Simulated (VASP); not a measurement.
# CO2 (Pm) in VASP: single point with PBEsol

Aim: the single point of CO2 with PBEsol.

Everything below comes from runs of VASP 6.6.1. Logs are shortened: lines on timing, memory, paths and dates and some standing lists are left out, and cuts for length are marked.

## (1) The cell of the first run

Symmetry: Pm, No. 6, monoclinic system. The conventional cell has a = 3.516 Å, b = 4.104 Å, c = 3.516 Å, α = 90.00°, β = 90.00°, γ = 90.00°. C (site symmetry m) has 2 O at 1.05 to 1.25 Å within 1.4 Å. C (site symmetry m) has 2 O at 1.14 Å within 1.5 Å. O (site symmetry m) has 1 C at 1.05 Å within 1.4 Å. O (site symmetry m) has 1 C at 1.14 Å within 1.5 Å. Within 1.7 Å of O (site symmetry m) lie 1 C at 1.25 Å. O (site symmetry m) has 1 C at 1.14 Å within 1.5 Å.

## (2) Single point, PBEsol

The input, INCAR:

```
SYSTEM = CO2
PREC     = Accurate       ! precision mode
ENCUT    = 520            ! plane-wave cutoff, eV
EDIFF    = 1E-6           ! SCF threshold, eV
ISMEAR   = 0              ! smearing method
SIGMA    = 0.01           ! smearing width, eV
LREAL    = .FALSE.        ! projectors in reciprocal space
LASPH    = .TRUE.         ! aspherical terms in the spheres
NELM     = 80             ! most SCF steps
ALGO     = Normal         ! electronic algorithm
ISIF     = 2              ! what is computed and relaxed
LWAVE    = .FALSE.        ! write WAVECAR
LCHARG   = .TRUE.         ! write CHGCAR
GGA      = PS             ! functional
LELF     = .TRUE.         ! ELF
LVHAR    = .TRUE.       
NBANDS   = 25             ! bands
```

The input, KPOINTS:

```
regular mesh
0
G
  4 4 4
  0 0 0
```

The input, POSCAR:

```
CO2
1.0
    3.5161000000      0.0000000000      0.0000000000
    0.0000000000      3.5161000000      0.0000000000
    0.0000000000      0.0000000000      4.1043000000
C O
2 4
Direct
    0.0400000000      0.0000000000      0.0000000000
    0.5000000000      0.5000000000      0.5000000000
    0.2300000000      0.2300000000      0.0000000000
    0.2700000000      0.7300000000      0.5000000000
    0.7700000000      0.7700000000      0.0000000000
    0.7300000000      0.2700000000      0.5000000000
```

Potentials or basis: VASP PAW PBE potentials, release 64 (C, O).

Run with:

```
> cat potpaw_PBE.64/C/POTCAR potpaw_PBE.64/O/POTCAR > POTCAR
> mpirun -np 1 vasp_std > vasp.out
```

OUTCAR:

```text
SYSTEM = CO2
   PREC = Accurate
   ENCUT = 520
   EDIFF = 1E-6
   ISMEAR = 0
   LREAL = .FALSE.
   LASPH = .TRUE.
   NELM = 80
   ISIF = 2
   GGA = PS

 ion  position               nearest neighbor table
   1  0.040  0.000  0.000-   3 1.05   5 1.25
   2  0.500  0.500  0.500-   4 1.14   6 1.14
   3  0.230  0.230  0.000-   1 1.05
   4  0.270  0.730  0.500-   2 1.14
   5  0.770  0.770  0.000-   1 1.25
   6  0.730  0.270  0.500-   2 1.14

  LATTYP: Found a simple tetragonal cell.
 ALAT       =     3.5161000000
 C/A-ratio  =     1.1672876198

  Lattice vectors:

 A1 = (   3.5161000000,   0.0000000000,   0.0000000000)
 A2 = (   0.0000000000,   3.5161000000,   0.0000000000)
 A3 = (   0.0000000000,   0.0000000000,   4.1043000000)

Analysis of symmetry for initial positions (statically):
=====================================================================
 Subroutine PRICEL returns:
 Original cell was already a primitive cell.

 Routine SETGRP: Setting up the symmetry group for a
 simple tetragonal supercell.

 Subroutine GETGRP returns: Found  2 space group operations
 (whereof  2 operations were pure point group operations)
 out of a pool of 16 trial point group operations.

The static configuration has the point symmetry C_1h.

Analysis of symmetry for dynamics (positions and initial velocities):
=====================================================================
 Subroutine PRICEL returns:
 Original cell was already a primitive cell.

 Routine SETGRP: Setting up the symmetry group for a
 simple tetragonal supercell.

 Subroutine GETGRP returns: Found  2 space group operations
 (whereof  2 operations were pure point group operations)
 out of a pool of 16 trial point group operations.

The dynamic configuration has the point symmetry C_1h.

 Subroutine INISYM returns: Found  2 space group operations
 (whereof  2 operations are pure point group operations),
 and found     1 'primitive' translations

----------------------------------------------------------------------------------------

                                     Primitive cell

  volume of cell :      50.7413

  direct lattice vectors                    reciprocal lattice vectors
     3.516100000  0.000000000  0.000000000     0.284406018  0.000000000  0.000000000
     0.000000000  3.516100000  0.000000000     0.000000000  0.284406018  0.000000000
     0.000000000  0.000000000  4.104300000     0.000000000  0.000000000  0.243646907

  length of vectors
     3.516100000  3.516100000  4.104300000     0.284406018  0.284406018  0.243646907

  position of ions in fractional coordinates (direct lattice)
     0.040000000  0.000000000  0.000000000
     0.500000000  0.500000000  0.500000000
     0.230000000  0.230000000  0.000000000
     0.270000000  0.730000000  0.500000000
     0.770000000  0.770000000  0.000000000
     0.730000000  0.270000000  0.500000000

  ion indices of the primitive-cell ions
   primitive index   ion index
                 1           1
                 2           2
                 3           3
                 4           4
                 5           5
                 6           6

----------------------------------------------------------------------------------------

 KPOINTS: regular mesh

Automatic generation of k-mesh.
 Grid dimensions read from file:
 generate k-points for:    4    4    4

 Generating k-lattice:

  Cartesian coordinates                     Fractional coordinates (reciprocal lattice)
     0.071101505  0.000000000  0.000000000     0.250000000  0.000000000  0.000000000
     0.000000000  0.071101505  0.000000000     0.000000000  0.250000000  0.000000000
     0.000000000  0.000000000  0.060911727     0.000000000  0.000000000  0.250000000

  Length of vectors
     0.071101505  0.071101505  0.060911727

  Shift w.r.t. Gamma in fractional coordinates (k-lattice)
     0.000000000  0.000000000  0.000000000

 Subroutine IBZKPT returns following result:
 ===========================================

 Found     30 irreducible k-points:

 Following reciprocal coordinates:
            Coordinates               Weight
  0.000000  0.000000  0.000000      1.000000
  0.250000  0.000000  0.000000      2.000000
  0.000000  0.250000  0.000000      2.000000
  0.500000  0.000000  0.000000      1.000000
  0.000000  0.500000  0.000000      1.000000
  0.250000  0.250000  0.000000      2.000000
[... 16 lines left out ...]
  0.000000  0.250000  0.500000      2.000000
  0.500000  0.000000  0.500000      1.000000
 [... further k-points ...]
   k-points           NKPTS =     30   k-points in BZ     NKDIM =     30   number of bands    NBANDS=     25
   number of dos      NEDOS =    301   number of ions     NIONS =      6
   total plane-waves  NPLWV =  25088
   dimension x,y,z NGX =    28 NGY =   28 NGZ =   32
   dimension x,y,z NGXF=    56 NGYF=   56 NGZF=   64
   ions per type =               2   4
   NGX,Y,Z   is equivalent  to a cutoff of  13.24, 13.24, 12.96 a.u.
   NGXF,Y,Z  is equivalent  to a cutoff of  26.48, 26.48, 25.92 a.u.
 SYSTEM =  CO2
   PREC   = accura    normal or accurate (medium, high low for compatibility)
   ISTART =      0    job   : 0-new  1-cont  2-samecut
   ICHARG =      2    charge: 1-file 2-atom 10-const
   ISPIN  =      1    spin polarized calculation?
   LNONCOLLINEAR =      F non collinear calculations
   LSORBIT =      F    spin-orbit coupling
   LASPH  =      T    aspherical Exc in radial PAW
   ENCUT  =  520.0 eV  38.22 Ry    6.18 a.u.   6.54  6.54  7.63*2*pi/ulx,y,z
   NELM   =     80;   NELMIN=  2; NELMDL= -5     # of ELM steps
   EDIFF  = 0.1E-05   stopping-criterion for ELM
   LREAL  =      F    real-space projection
   EDIFFG = 0.1E-04   stopping-criterion for IOM
   NSW    =      0    number of steps for IOM
   IBRION =     -1    ionic relax: 0-MD 1-quasi-New 2-CG
   NFREE  =      0    steps in history (QN), initial steepest desc. (CG)
   ISIF   =      2    stress and relaxation
   ISYM   =      2    0-nonsym 1-usesym 2-fastsym
   POTIM  = 0.5000    time-step for ionic-motion
   TEBEG  =    0.0;   TEEND  =   0.0 temperature during run
   PSTRESS=    0.0 pullay stress
   NELECT =      32.0000    total number of electrons
   NUPDOWN=      -1.0000    fix difference up-down
   EMIN   =  10.00;   EMAX   =-10.00  energy-range for DOS
   EFERMI =   0.00;   METHOD = LEGACY
   ISMEAR =     0;   SIGMA  =   0.01  broadening in eV -4-tet -1-fermi 0-gaus
   EFERMI_NEDOS =   21; number of points for ismear=-14 and -15
   IALGO  =     38    algorithm
   IMIX   =      4    mixing-type and parameters
     AMIX     =   0.40;   BMIX     =  1.00
     AMIX_MAG =   1.60;   BMIX_MAG =  1.00
  volume/ion in A,a.u.               =       8.46        57.07
  Fermi-wavevector in a.u.,A,eV,Ry     =   1.403905  2.652995 26.816383  1.970949
  Thomas-Fermi vector in A             =   2.526520
   LORBIT       =      0    0 simple, 1 ext, 2 COOP (PROOUT), +10 PAW based schemes
   GGA     = PS    functional components
   LHFCALC =     F    Hartree Fock is set to
   AEXX    =    0.0000 exact exchange contribution
   IVDW    =     0    specifies the selected vdW correction
   LEPSILON=     F    determine dielectric tensor
   LRPA    =     F    only Hartree local field effects (RPA)
 non-spin polarized calculation
 Gauss-broadening in eV      SIGMA  =   0.01
  energy-cutoff  :      520.00
  volume of cell :       50.74
 maximum number of plane-waves:      1395
 NGX is ok and might be reduce to    28
   NGX = 13   NGY = 13   NGZ = 15

 number of electron      32.0000017 magnetization

 Free energy of the ion-electron system (eV)
  ---------------------------------------------------
  ext. energy  EPLUGINS =         0.00000000
  ---------------------------------------------------
  free energy    TOTEN  =       -44.88253183 eV

  energy without entropy =      -44.88253183  energy(sigma->0) =      -44.88253183

 E-fermi :   1.7075     XC(G=0): -11.0931

 val. band max:        1.6557425373   @ k =   0.5000   0.5000   0.5000
 cond. band min:       7.2169105656   @ k =   0.0000   0.0000   0.2500
 fundamental gap:      5.5611680283
 Fermi energy:         1.7074645051

 k-point     1 :       0.0000    0.0000    0.0000
  band No.  band energies     occupation
      1     -22.3300      2.00000
      2     -20.7182      2.00000
      3     -19.3312      2.00000
      4     -17.9729      2.00000
      5      -6.4414      2.00000
      6      -6.0390      2.00000
[... 17 lines left out ...]
     24      18.1134      0.00000
     25      18.6842      0.00000

 k-point     2 :       0.2500    0.0000    0.0000
  band No.  band energies     occupation
      1     -22.2322      2.00000
      2     -20.6524      2.00000
      3     -19.4596      2.00000
      4     -18.0089      2.00000
      5      -6.0243      2.00000
      6      -5.7989      2.00000
[... 17 lines left out ...]
     24      17.9672      0.00000
     25      18.7640      0.00000

 k-point     3 :       0.0000    0.2500    0.0000
  band No.  band energies     occupation
      1     -22.2297      2.00000
      2     -20.6636      2.00000
      3     -19.4531      2.00000
      4     -18.0061      2.00000
      5      -6.0048      2.00000
      6      -5.7942      2.00000
[... 17 lines left out ...]
     24      18.1795      0.00000
     25      18.7638      0.00000

 k-point     4 :       0.5000    0.0000    0.0000
  band No.  band energies     occupation
      1     -22.1270      2.00000
      2     -20.5652      2.00000
      3     -19.6218      2.00000
      4     -18.0399      2.00000
      5      -5.5417      2.00000
      6      -5.3822      2.00000
[... 17 lines left out ...]
     24      17.3399      0.00000
     25      18.4416      0.00000
[... 477 lines left out ...]
 k-point    22 :       0.2500    0.0000    0.5000
  band No.  band energies     occupation
      1     -22.1182      2.00000
      2     -20.7335      2.00000
      3     -19.4499      2.00000
      4     -18.0907      2.00000
      5      -6.4056      2.00000
      6      -6.3653      2.00000
[... 17 lines left out ...]
     24      18.6514      0.00000
     25      19.1687      0.00000

 k-point    23 :       0.0000    0.2500    0.5000
  band No.  band energies     occupation
      1     -22.1193      2.00000
      2     -20.7329      2.00000
      3     -19.4504      2.00000
      4     -18.0903      2.00000
      5      -6.4171      2.00000
      6      -6.3775      2.00000
[... 17 lines left out ...]
     24      18.6858      0.00000
     25      19.3100      0.00000

 k-point    24 :       0.5000    0.0000    0.5000
  band No.  band energies     occupation
      1     -22.0673      2.00000
      2     -20.5564      2.00000
      3     -19.6135      2.00000
      4     -18.1263      2.00000
      5      -6.5442      2.00000
      6      -6.5179      2.00000
[... 17 lines left out ...]
     24      18.4419      0.00000
     25      18.6553      0.00000

 [... further k-points ...]
[... 5 lines left out ...]
  --------------------------------------------------------------------------------------
  -------------------------------------------------------------------------------------
  Total       13.5803218     18.1093830      6.6318622      2.8751298      0.0000000      0.0000000
  in kB      428.8042791    571.8112604    209.4037913     90.7834115      0.0000000      0.0000000
  external PRESSURE =     403.3397769 kB  Pullay stress =       0.0000000 kB

 VOLUME and BASIS-vectors are now :
 -----------------------------------------------------------------------------
  energy-cutoff  :      520.00
  volume of cell :       50.74
      direct lattice vectors                 reciprocal lattice vectors
     3.516100000  0.000000000  0.000000000     0.284406018  0.000000000  0.000000000
     0.000000000  3.516100000  0.000000000     0.000000000  0.284406018  0.000000000
     0.000000000  0.000000000  4.104300000     0.000000000  0.000000000  0.243646907

 POSITION                                       TOTAL-FORCE (eV/Angst)
 -----------------------------------------------------------------------------------
      0.14064      0.00000      0.00000       -15.848698    -15.834504      0.000000
      1.75805      1.75805      2.05215         0.611398     -0.003146      0.000000
      0.80870      0.80870      0.00000        11.355974     12.827583      0.000000
      0.94935      2.56675      2.05215        -1.971258      1.866338      0.000000
      2.70740      2.70740      0.00000         4.227917      2.903609      0.000000
      2.56675      0.94935      2.05215         1.624667     -1.759880      0.000000
 -----------------------------------------------------------------------------------
    total drift:                                0.000274      0.000588     -0.000000

  FREE ENERGIE OF THE ION-ELECTRON SYSTEM (eV)
  ---------------------------------------------------
  free  energy   TOTEN  =       -44.8825318267 eV

  energy  without entropy=      -44.8825318267  energy(sigma->0) =      -44.88253183
```

It took 30 s on 1 thread of Intel Xeon 6975P-C, shared host; peak memory 0.17 GiB.

What came out:

```yaml
Free_energy: -44.8825 eV
Pressure: 40.3 GPa
Largest_force: 22.403 eV/Å
Band_gap_on_the_k_mesh: 5.56 eV, indirect (least direct gap 6.10 eV)
```

Forces on the atoms (eV/Å):
```
C   -15.849 -15.835   0.000
C     0.611  -0.003   0.000
O    11.356  12.828   0.000
O    -1.971   1.866   0.000
O     4.228   2.904   0.000
O     1.625  -1.760   0.000
```

Caveat: the k points lie up to 0.45 Å⁻¹ apart; the PAW data sets were made with another functional, which shifts forces and pressure a little.
